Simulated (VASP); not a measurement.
Crystal: Ge.

```
Ge
1.0
     4.05040    0.00000    0.00000
    -2.02520    3.50775    0.00000
     0.00000    0.00000   10.99336
Ge
4
Direct
  0.00000 0.00000 0.97745
  0.00000 0.00000 0.47745
  0.33333 0.66667 0.91485
  0.66667 0.33333 0.41485
```

Base run:

```yaml
Program: VASP 6.6.1
Functional: PBEsol
Potentials_or_basis: VASP PAW PBE potentials, release 64 (Ge_d)
Cutoff: 520 eV
k_mesh: 6 × 6 × 2
Occupations: fermi-dirac, width 0.1 eV
Spin: no spin polarisation
```

Its results: band gap on the k mesh zero (filled and empty bands touch); pressure -1.6 GPa; largest force 0.162 eV/Å.

Question: The run is repeated on the same cell with these changes: functional from PBEsol to BLYP. What comes out?

Answer: Band gap on the k mesh zero (filled and empty bands touch); pressure 1.5 GPa; largest force 0.139 eV/Å.

BLYP binds less tightly than PBEsol, so the same cell stands under more pressure.

Caveats: semilocal functionals underestimate gaps, so a narrow gap can read as zero; the PAW data sets were made with another functional, which shifts forces and pressure a little.
